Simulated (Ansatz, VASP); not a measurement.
Sr: VASP beside Ansatz

Contents of INCAR:

```
  PREC = Accurate
  ENCUT = 520
  EDIFF = 1E-6
  ISMEAR = -1
  SIGMA = 0.05
  LREAL = False
  LASPH = True
  NELM = 60
  ALGO = Normal
  ISIF = 2
  LWAVE = False
  LCHARG = True
  LELF = True
  LVHAR = True
  NBANDS = 11
```

KPOINTS

```
Automatic mesh
0
Gamma
  13 13 13
```

File POSCAR:

```
Sr
1.0
    0.0000000000      2.1340242794      2.1340242794
    2.1340242794      0.0000000000      2.1340242794
    2.1340242794      2.1340242794      0.0000000000
Sr
1
Direct
    0.0000000000      0.0000000000      0.0000000000
```

Input for Ansatz:

```yaml
crystal:
  lattice:
    - [0.0, 2.1340242794, 2.1340242794]
    - [2.1340242794, 0.0, 2.1340242794]
    - [2.1340242794, 2.1340242794, 0.0]
  atoms:
    - { symbol: Sr, position: [0.0, 0.0, 0.0] }
kpoints:
  mp_grid: { grid: [13, 13, 13] }
scf:
  occupations: { method: fermi_dirac, width: 0.05 }
hamiltonian:
  xc: lda
  pseudopotentials: { kind: paw, source: ansatz }
output:
  forces: true
  stress: true
  eigenvalues: true
  write_density: true
  write_potential: true
  elf: true
  volumetric_format: npy
```

Change from the starting cell: volume scaled by 0.4, PAW files, source ansatz.

Alike in both runs: task single point; functional LDA; k mesh 13 × 13 × 13; occupations fermi-dirac, width 0.05 eV; no spin polarisation.

|  | VASP | Ansatz |
| --- | --- | --- |
| version | VASP 6.6.1 | Ansatz 0.2.0 |
| potentials or method | VASP PAW LDA potentials, release 64 (Sr_sv) | PAW with other files of Ansatz's library (source ansatz), scalar-relativistic |
| plane-wave cutoff (eV) | 520 | 350 |
| valence electrons in the cell | 10 | 10 |

|  | VASP | Ansatz | Ansatz less VASP |
| --- | --- | --- | --- |
| pressure (GPa) | 44.1 | 43.1 | -1.03 |

LDA's correlation is that of Perdew and Zunger in VASP and of Perdew and Wang (1992) in Ansatz. Both programs put the cell under a high pressure, so it lies far from rest at this level.
